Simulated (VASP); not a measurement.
# InP (F-43m) in VASP: a series of runs, part 2 of 2

VASP 6.6.1.

## Step 4: Dielectric tensor, r2SCAN (strain -2.0%)

Input file INCAR:

```
SYSTEM = InP
PREC = Accurate
ENCUT = 520
EDIFF = 1E-8
ISMEAR = 0
SIGMA = 0.01
LREAL = .False.
LASPH = .True.
NELM = 100
ALGO = Normal
ISIF = 2
LWAVE = .False.
LCHARG = .False.
METAGGA = R2SCAN
LMIXTAU = .True.
LCALCEPS = .True.
```

Input file KPOINTS:

```
regular mesh
0
Gamma
  6 6 6
  0 0 0
```

Input file POSCAR:

```
InP
1.0
    0.0000000000      2.8947118821      2.8947118821
    2.8947118821      0.0000000000      2.8947118821
    2.8947118821      2.8947118821      0.0000000000
In P
1 1
Direct
    0.0000000000      0.0000000000      0.0000000000
    0.2500000000      0.2500000000      0.2500000000
```

Potentials or basis: VASP PAW PBE potentials, release 64 (In_d, P).

On the command line:

```bash
> cat potpaw_PBE.64/In_d/POTCAR potpaw_PBE.64/P/POTCAR > POTCAR
> mpirun -np 1 vasp_std > vasp.out
```

OUTCAR:

```text
SYSTEM = InP
   PREC = Accurate
   ENCUT = 520
   EDIFF = 1E-8
   ISMEAR = 0
   LREAL = .False.
   LASPH = .True.
   NELM = 100
   ISIF = 2
   METAGGA = R2SCAN

 ion  position               nearest neighbor table
   1  0.000  0.000  0.000-   2 2.51   2 2.51   2 2.51   2 2.51
   2  0.250  0.250  0.250-   1 2.51   1 2.51   1 2.51   1 2.51

  LATTYP: Found a face centered cubic cell.
 ALAT       =     5.7894237642

  Lattice vectors:

 A1 = (   0.0000000000,   2.8947118821,   2.8947118821)
 A2 = (   2.8947118821,   0.0000000000,   2.8947118821)
 A3 = (   2.8947118821,   2.8947118821,   0.0000000000)

Analysis of symmetry for initial positions (statically):
=====================================================================
 Subroutine PRICEL returns:
 Original cell was already a primitive cell.

 Routine SETGRP: Setting up the symmetry group for a
 face centered cubic supercell.

 Subroutine GETGRP returns: Found 24 space group operations
[... 569 lines left out ...]

 PIEZOELECTRIC TENSOR (including local field effects) (C/m^2)
          XX          YY          ZZ          XY          YZ          ZX
  --------------------------------------------------------------------------------
  x     0.00000     0.00000     0.00000     0.00000    -0.77246    -0.00000
  y     0.00000    -0.00000     0.00000     0.00000     0.00000    -0.77246
  z     0.00000     0.00000     0.00000    -0.77246     0.00000     0.00000

 BORN EFFECTIVE CHARGES (including local field effects) (in |e|, cummulative output)
 ---------------------------------------------------------------------------------
 ion    1
    1     2.48783     0.00000     0.00000
    2     0.00000     2.48783    -0.00000
    3    -0.00000     0.00000     2.48783
 ion    2
    1    -2.48783    -0.00000    -0.00000
    2     0.00000    -2.48783    -0.00000
    3     0.00000     0.00000    -2.48783

  FORCE on cell =-STRESS in cart. coord.  units (eV):
  Direction    XX          YY          ZZ          XY          YZ          ZX
  --------------------------------------------------------------------------------------
  -------------------------------------------------------------------------------------
  Total        1.3909131      1.3909131      1.3909131      0.0000000      0.0000000     -0.0000000
  in kB       45.9372033     45.9372033     45.9372033      0.0000000      0.0000000     -0.0000000
  external PRESSURE =      45.9372033 kB  Pullay stress =       0.0000000 kB

 VOLUME and BASIS-vectors are now :
 -----------------------------------------------------------------------------
  energy-cutoff  :      520.00
  volume of cell :       48.51
      direct lattice vectors                 reciprocal lattice vectors
     0.000000000  2.894711882  2.894711882    -0.172728762  0.172728762  0.172728762
     2.894711882  0.000000000  2.894711882     0.172728762 -0.172728762  0.172728762
     2.894711882  2.894711882  0.000000000     0.172728762  0.172728762 -0.172728762

 POSITION                                       TOTAL-FORCE (eV/Angst)
 -----------------------------------------------------------------------------------
      0.00000      0.00000      0.00000        -0.000000      0.000000     -0.000000
      1.44736      1.44736      1.44736         0.000000     -0.000000      0.000000
 -----------------------------------------------------------------------------------
    total drift:                               -0.000001     -0.000001     -0.000001

  FREE ENERGIE OF THE ION-ELECTRON SYSTEM (eV)
  ---------------------------------------------------
  free  energy   TOTEN  =       -32.2477172347 eV

  energy  without entropy=      -32.2477172347  energy(sigma->0) =      -32.24771723
```

OSZICAR:

```text
N       E                     dE             d eps       ncg     rms          rms(c)
DAV:   1     0.964711879856E+02    0.96471E+02   -0.90650E+03   416   0.164E+03
DAV:   2    -0.260249838879E+02   -0.12250E+03   -0.11984E+03   421   0.358E+02
[... 13 lines left out ...]
DMP:  17    -0.322477171616E+02   -0.32413E-07   -0.25748E-07   884   0.266E-07   0.727E-07
DMP:  18    -0.322477171853E+02   -0.23717E-07   -0.19113E-07   884   0.198E-07   0.540E-07
DMP:  19    -0.322477172032E+02   -0.17856E-07   -0.14399E-07   884   0.148E-07   0.407E-07
DMP:  20    -0.322477172166E+02   -0.13424E-07   -0.10893E-07   884   0.112E-07   0.309E-07
DMP:  21    -0.322477172269E+02   -0.10326E-07   -0.82629E-08   884   0.844E-08   0.235E-07
DMP:  22    -0.322477172347E+02   -0.77753E-08   -0.62779E-08   884   0.639E-08   0.179E-07
   1 F= -.32247717E+02 E0= -.32247717E+02  d E =-.344805E-14
```

stdout:

```text
POSCAR found type information on POSCAR InP
 POSCAR found :  2 types and       2 ions
 scaLAPACK will be used
 -----------------------------------------------------------------------------
|                                                                             |
[... 110 lines left out ...]
 p_tot=(  0.724E+01  0.726E+01  0.724E+01 )
dp_tot=(  0.356E-04  0.177E-01  0.357E-04 )  diag[e(oo)]=(    ---    7.58463    ---   )
 p_tot=(  0.724E+01  0.726E+01  0.724E+01 )
dp_tot=(  0.319E-04  0.188E-01  0.324E-04 )  diag[e(oo)]=(    ---    8.02184    ---   )
 p_tot=(  0.724E+01  0.726E+01  0.724E+01 )
dp_tot=(  0.281E-04  0.195E-01  0.287E-04 )  diag[e(oo)]=(    ---    8.26796    ---   )
 p_tot=(  0.724E+01  0.726E+01  0.724E+01 )
dp_tot=(  0.268E-04  0.199E-01  0.272E-04 )  diag[
```

It took 23 min on 1 thread of Intel Xeon 6975P-C (Granite Rapids), shared host; peak memory 0.32 GiB.

What came out:

```yaml
Band_gap_on_the_k_mesh: 1.38 eV
Electronic_dielectric_tensor_diagonal: 8.78
Born_charges_mean_of_the_diagonal: In +2.49; P -2.49 e
```

Levels at points of the mesh, in eV from the valence-band top:
| k point | band 6 | band 7 | band 8 | band 9 | band 10 | band 11 | band 12 | band 13 |
| --- | --- | --- | --- | --- | --- | --- | --- | --- |
| (0.00, 0.00, 0.00) | -12.27 | 0.00 | 0.00 | 0.00 | 1.38 | 4.43 | 4.43 | 4.43 |
| (0.50, 0.00, 0.00) | -10.33 | -6.09 | -1.07 | -1.07 | 1.96 | 5.16 | 5.16 | 7.62 |
| (0.50, 0.50, 0.00) | -9.61 | -6.05 | -2.54 | -2.54 | 1.94 | 2.54 | 10.15 | 10.57 |

Electronic dielectric tensor:
```
8.78 0.00 0.00
0.00 8.78 0.00
0.00 0.00 8.78
```

Born effective charge tensors (e):
atom 1, In
```
2.49 0.00 0.00
0.00 2.49 0.00
0.00 0.00 2.49
```
atom 2, P
```
-2.49  0.00  0.00
 0.00 -2.49  0.00
 0.00  0.00 -2.49
```

Dipole moments of the cell (e·Å, modulo the quantum): ionic 7.237, 7.237, 7.237; electronic 0.007, 0.007, 0.028

Caveat: the cell differs from its parent crystal (strain -2.0%); the PAW data sets were made with another functional, which shifts forces and pressure a little; spin-orbit coupling is left out, which moves the levels of the heavy elements.

## Step 5: Dielectric tensor, r2SCAN (strain -1.0%)

Input file INCAR:

```
SYSTEM = InP
PREC = Accurate
ENCUT = 520
EDIFF = 1E-8
ISMEAR = 0
SIGMA = 0.01
LREAL = .FALSE.
LASPH = .TRUE.
NELM = 60
ALGO = Normal
ISIF = 2
LWAVE = .FALSE.
LCHARG = .FALSE.
METAGGA = R2SCAN
LMIXTAU = .TRUE.
LCALCEPS = .TRUE.
```

Input file KPOINTS:

```
regular mesh
0
G
  6 6 6
  0 0 0
```

Input file POSCAR:

```
InP
1.0
    0.0000000000      2.9242497585      2.9242497585
    2.9242497585      0.0000000000      2.9242497585
    2.9242497585      2.9242497585      0.0000000000
In P
1 1
Direct
    0.0000000000      0.0000000000      0.0000000000
    0.2500000000      0.2500000000      0.2500000000
```

Potentials or basis: VASP PAW PBE potentials, release 64 (In_d, P).

On the command line:

```bash
> cat potpaw_PBE.64/In_d/POTCAR potpaw_PBE.64/P/POTCAR > POTCAR
> mpirun -np 1 vasp_std > vasp.out
```

OUTCAR:

```text
SYSTEM = InP
   PREC = Accurate
   ENCUT = 520
   EDIFF = 1E-8
   ISMEAR = 0
   LREAL = .FALSE.
   LASPH = .TRUE.
   NELM = 60
   ISIF = 2
   METAGGA = R2SCAN

 ion  position               nearest neighbor table
   1  0.000  0.000  0.000-   2 2.53   2 2.53   2 2.53   2 2.53
   2  0.250  0.250  0.250-   1 2.53   1 2.53   1 2.53   1 2.53

  LATTYP: Found a face centered cubic cell.
 ALAT       =     5.8484995170

  Lattice vectors:

 A1 = (   0.0000000000,   2.9242497585,   2.9242497585)
 A2 = (   2.9242497585,   0.0000000000,   2.9242497585)
 A3 = (   2.9242497585,   2.9242497585,   0.0000000000)

Analysis of symmetry for initial positions (statically):
=====================================================================
 Subroutine PRICEL returns:
 Original cell was already a primitive cell.

 Routine SETGRP: Setting up the symmetry group for a
 face centered cubic supercell.

 Subroutine GETGRP returns: Found 24 space group operations
[... 569 lines left out ...]

 PIEZOELECTRIC TENSOR (including local field effects) (C/m^2)
          XX          YY          ZZ          XY          YZ          ZX
  --------------------------------------------------------------------------------
  x     0.00000     0.00000     0.00000     0.00000    -0.78638     0.00000
  y    -0.00000    -0.00000    -0.00000     0.00000     0.00000    -0.78638
  z     0.00000     0.00000     0.00000    -0.78638     0.00000     0.00000

 BORN EFFECTIVE CHARGES (including local field effects) (in |e|, cummulative output)
 ---------------------------------------------------------------------------------
 ion    1
    1     2.53058     0.00000    -0.00000
    2     0.00000     2.53058    -0.00000
    3     0.00000     0.00000     2.53058
 ion    2
    1    -2.53058     0.00000     0.00000
    2     0.00000    -2.53058    -0.00000
    3    -0.00000    -0.00000    -2.53058

  FORCE on cell =-STRESS in cart. coord.  units (eV):
  Direction    XX          YY          ZZ          XY          YZ          ZX
  --------------------------------------------------------------------------------------
  -------------------------------------------------------------------------------------
  Total        0.6440478      0.6440478      0.6440478      0.0000000      0.0000000     -0.0000000
  in kB       20.6326623     20.6326623     20.6326623      0.0000000      0.0000000     -0.0000000
  external PRESSURE =      20.6326623 kB  Pullay stress =       0.0000000 kB

 VOLUME and BASIS-vectors are now :
 -----------------------------------------------------------------------------
  energy-cutoff  :      520.00
  volume of cell :       50.01
      direct lattice vectors                 reciprocal lattice vectors
     0.000000000  2.924249758  2.924249758    -0.170984027  0.170984027  0.170984027
     2.924249758  0.000000000  2.924249758     0.170984027 -0.170984027  0.170984027
     2.924249758  2.924249758  0.000000000     0.170984027  0.170984027 -0.170984027

 POSITION                                       TOTAL-FORCE (eV/Angst)
 -----------------------------------------------------------------------------------
      0.00000      0.00000      0.00000         0.000000      0.000000      0.000000
      1.46212      1.46212      1.46212        -0.000000     -0.000000     -0.000000
 -----------------------------------------------------------------------------------
    total drift:                               -0.000002     -0.000002     -0.000002

  FREE ENERGIE OF THE ION-ELECTRON SYSTEM (eV)
  ---------------------------------------------------
  free  energy   TOTEN  =       -32.2790844314 eV

  energy  without entropy=      -32.2790844314  energy(sigma->0) =      -32.27908443
```

OSZICAR:

```text
N       E                     dE             d eps       ncg     rms          rms(c)
DAV:   1     0.880878092964E+02    0.88088E+02   -0.89399E+03   421   0.155E+03
DAV:   2    -0.276497798440E+02   -0.11574E+03   -0.11180E+03   431   0.333E+02
[... 13 lines left out ...]
DMP:  20    -0.322790843613E+02   -0.26732E-07   -0.22281E-07   884   0.233E-07   0.624E-07
DMP:  21    -0.322790843825E+02   -0.21187E-07   -0.17599E-07   884   0.184E-07   0.493E-07
DMP:  22    -0.322790843992E+02   -0.16734E-07   -0.13924E-07   884   0.145E-07   0.390E-07
DMP:  23    -0.322790844125E+02   -0.13336E-07   -0.11032E-07   884   0.115E-07   0.309E-07
DMP:  24    -0.322790844230E+02   -0.10484E-07   -0.87525E-08   884   0.914E-08   0.245E-07
DMP:  25    -0.322790844314E+02   -0.83685E-08   -0.69495E-08   884   0.725E-08   0.195E-07
   1 F= -.32279084E+02 E0= -.32279084E+02  d E =-.433634E-14
```

stdout:

```text
POSCAR found type information on POSCAR InP
 POSCAR found :  2 types and       2 ions
 scaLAPACK will be used
 -----------------------------------------------------------------------------
|                                                                             |
[... 110 lines left out ...]
 p_tot=(  0.732E+01  0.733E+01  0.732E+01 )
dp_tot=( -0.118E-05  0.555E-02 -0.113E-05 )  diag[e(oo)]=(    ---    3.00723    ---   )
 p_tot=(  0.732E+01  0.733E+01  0.732E+01 )
dp_tot=(  0.196E-04  0.116E-01  0.190E-04 )  diag[e(oo)]=(    ---    5.21184    ---   )
 p_tot=(  0.732E+01  0.734E+01  0.732E+01 )
dp_tot=(  0.389E-04  0.159E-01  0.378E-04 )  diag[e(oo)]=(    ---    6.75550    ---   )
 p_tot=(  0.732E+01  0.734E+01  0.732E+01 )
dp_tot=(  0.429E-04  0.183E-01  0.422E-04 )  diag[
```

It took 19 min on 1 thread of Intel Xeon 6975P-C (Granite Rapids), shared host; peak memory 0.35 GiB.

What came out:

* Band gap on the k mesh: 1.21 eV
* Electronic dielectric tensor (diagonal): 8.99
* Born charges (mean of the diagonal): In +2.53; P -2.53 e

Levels at points of the mesh, in eV from the valence-band top:
| k point | band 6 | band 7 | band 8 | band 9 | band 10 | band 11 | band 12 | band 13 |
| --- | --- | --- | --- | --- | --- | --- | --- | --- |
| (0.00, 0.00, 0.00) | -12.05 | 0.00 | 0.00 | 0.00 | 1.21 | 4.44 | 4.44 | 4.44 |
| (0.50, 0.00, 0.00) | -10.22 | -5.92 | -1.02 | -1.02 | 1.88 | 5.16 | 5.16 | 7.56 |
| (0.50, 0.50, 0.00) | -9.53 | -5.91 | -2.43 | -2.43 | 1.99 | 2.55 | 9.93 | 10.36 |

Electronic dielectric tensor:
```
8.99 0.00 0.00
0.00 8.99 0.00
0.00 0.00 8.99
```

Born effective charge tensors (e):
atom 1, In
```
2.53 0.00 0.00
0.00 2.53 0.00
0.00 0.00 2.53
```
atom 2, P
```
-2.53  0.00  0.00
 0.00 -2.53  0.00
 0.00  0.00 -2.53
```

Dipole moments of the cell (e·Å, modulo the quantum): ionic 7.311, 7.311, 7.311; electronic 0.009, 0.009, 0.031

Caveat: the cell differs from its parent crystal (strain -1.0%); the PAW data sets were made with another functional, which shifts forces and pressure a little; spin-orbit coupling is left out, which moves the levels of the heavy elements.

## Step 6: Dielectric tensor, r2SCAN (strain +1.0%)

Input file INCAR:

```
SYSTEM = InP
PREC = Accurate ; ENCUT = 520
EDIFF = 1E-8 ; ISMEAR = 0
SIGMA = 0.01 ; LREAL = .FALSE.
LASPH = .TRUE. ; NELM = 60
ALGO = Normal ; ISIF = 2
LWAVE = .FALSE. ; LCHARG = .FALSE.
METAGGA = R2SCAN ; LMIXTAU = .TRUE.
LCALCEPS = .TRUE.
```

KPOINTS is that of step 5.

Input file POSCAR:

```
InP
1.0
    0.0000000000      2.9833255112      2.9833255112
    2.9833255112      0.0000000000      2.9833255112
    2.9833255112      2.9833255112      0.0000000000
In P
1 1
Direct
    0.0000000000      0.0000000000      0.0000000000
    0.2500000000      0.2500000000      0.2500000000
```

Potentials or basis: VASP PAW PBE potentials, release 64 (In_d, P).

On the command line:

```bash
> cat potpaw_PBE.64/In_d/POTCAR potpaw_PBE.64/P/POTCAR > POTCAR
> mpirun -np 1 vasp_std > vasp.out
```

OUTCAR:

```text
SYSTEM = InP
   PREC = Accurate
   ENCUT = 520
   EDIFF = 1E-8
   ISMEAR = 0
   LREAL = .FALSE.
   LASPH = .TRUE.
   NELM = 60
   ISIF = 2
   METAGGA = R2SCAN

 ion  position               nearest neighbor table
   1  0.000  0.000  0.000-   2 2.58   2 2.58   2 2.58   2 2.58
   2  0.250  0.250  0.250-   1 2.58   1 2.58   1 2.58   1 2.58

  LATTYP: Found a face centered cubic cell.
 ALAT       =     5.9666510224

  Lattice vectors:

 A1 = (   0.0000000000,   2.9833255112,   2.9833255112)
 A2 = (   2.9833255112,   0.0000000000,   2.9833255112)
[... 597 lines left out ...]
    3     0.00000     0.00000    -2.61720

  FORCE on cell =-STRESS in cart. coord.  units (eV):
  Direction    XX          YY          ZZ          XY          YZ          ZX
  --------------------------------------------------------------------------------------
  -------------------------------------------------------------------------------------
  Total       -0.6750026     -0.6750026     -0.6750026      0.0000000     -0.0000000      0.0000000
  in kB      -20.3649862    -20.3649862    -20.3649862      0.0000000     -0.0000000      0.0000000
  external PRESSURE =     -20.3649862 kB  Pullay stress =       0.0000000 kB

 VOLUME and BASIS-vectors are now :
 -----------------------------------------------------------------------------
  energy-cutoff  :      520.00
  volume of cell :       53.10
      direct lattice vectors                 reciprocal lattice vectors
     0.000000000  2.983325511  2.983325511    -0.167598205  0.167598205  0.167598205
     2.983325511  0.000000000  2.983325511     0.167598205 -0.167598205  0.167598205
     2.983325511  2.983325511  0.000000000     0.167598205  0.167598205 -0.167598205

 POSITION                                       TOTAL-FORCE (eV/Angst)
 -----------------------------------------------------------------------------------
      0.00000      0.00000      0.00000         0.000000      0.000000      0.000000
      1.49166      1.49166      1.49166        -0.000000     -0.000000     -0.000000
 -----------------------------------------------------------------------------------
    total drift:                               -0.000003     -0.000003     -0.000003

  FREE ENERGIE OF THE ION-ELECTRON SYSTEM (eV)
  ---------------------------------------------------
  free  energy   TOTEN  =       -32.2783814522 eV

  energy  without entropy=      -32.2783814522  energy(sigma->0) =      -32.27838145
```

stdout:

```text
POSCAR found type information on POSCAR InP
 POSCAR found :  2 types and       2 ions
 scaLAPACK will be used
 -----------------------------------------------------------------------------
|                                                                             |
[... 110 lines left out ...]
|           W    W   A  A   R    R  NN   N  II  NN   N  G    G  !!!           |
|           W    W  A    A  R    R  N N  N  II  N N  N  G       !!!           |
|           W WW W  AAAAAA  RRRRR   N  N N  II  N  N N  G  GGG   !            |
|           WW  WW  A    A  R   R   N   NN  II  N   NN  G    G                |
|           W    W  A    A  R    R  N    N  II  N    N   GGGG   !!!           |
|                                                                             |
|     One or more components of EFIELD_PEAD are too large for comfort. In     |
|     all probabil
```

Run time: 25 min. Hardware: 1 thread of Intel Xeon 6975P-C (Granite Rapids), shared host; peak memory 0.35 GiB.

What came out:

* Band gap on the k mesh: 0.85 eV
* Electronic dielectric tensor (diagonal): 9.59
* Born charges (mean of the diagonal): In +2.62; P -2.62 e

Levels at points of the mesh, in eV from the valence-band top:
| k point | band 6 | band 7 | band 8 | band 9 | band 10 | band 11 | band 12 | band 13 |
| --- | --- | --- | --- | --- | --- | --- | --- | --- |
| (0.00, 0.00, 0.00) | -11.64 | 0.00 | 0.00 | 0.00 | 0.85 | 4.43 | 4.43 | 4.43 |
| (0.50, 0.00, 0.00) | -10.01 | -5.60 | -0.93 | -0.93 | 1.72 | 5.15 | 5.15 | 7.42 |
| (0.50, 0.50, 0.00) | -9.39 | -5.65 | -2.23 | -2.23 | 2.09 | 2.54 | 9.52 | 9.94 |

Electronic dielectric tensor:
```
9.59 0.00 0.00
0.00 9.59 0.00
0.00 0.00 9.59
```

Born effective charge tensors (e):
atom 1, In
```
2.62 0.00 0.00
0.00 2.62 0.00
0.00 0.00 2.62
```
atom 2, P
```
-2.62  0.00  0.00
 0.00 -2.62  0.00
 0.00  0.00 -2.62
```

Dipole moments of the cell (e·Å, modulo the quantum): ionic 7.458, 7.458, 7.458; electronic 0.014, 0.014, 0.039

Caveat: the cell differs from its parent crystal (strain +1.0%); the PAW data sets were made with another functional, which shifts forces and pressure a little; spin-orbit coupling is left out, which moves the levels of the heavy elements.

## Step 7: Summary

```tsv
cell	gap on the mesh (eV)
a = 4.010 Å, angles 60.0°, 2 atoms	1.74
a = 4.052 Å, angles 60.0°, 2 atoms	1.56
a = 4.094 Å, angles 60.0°, 2 atoms	1.38
a = 4.136 Å, angles 60.0°, 2 atoms	1.21
a = 4.219 Å, angles 60.0°, 2 atoms	0.85
```

Alike in all rows: task dielectric tensor; level r2SCAN; potentials or basis VASP PAW PBE potentials, release 64 (In_d, P); no spin polarisation; k mesh 6 × 6 × 6; cutoff (eV) 520; smearing gaussian 0.01 eV.

Caveats: the PAW data sets were made with another functional, which shifts forces and pressure a little; spin-orbit coupling is left out, which moves the levels of the heavy elements.

Total energies depend on the potentials used, so only differences within one code and one set of settings carry meaning.
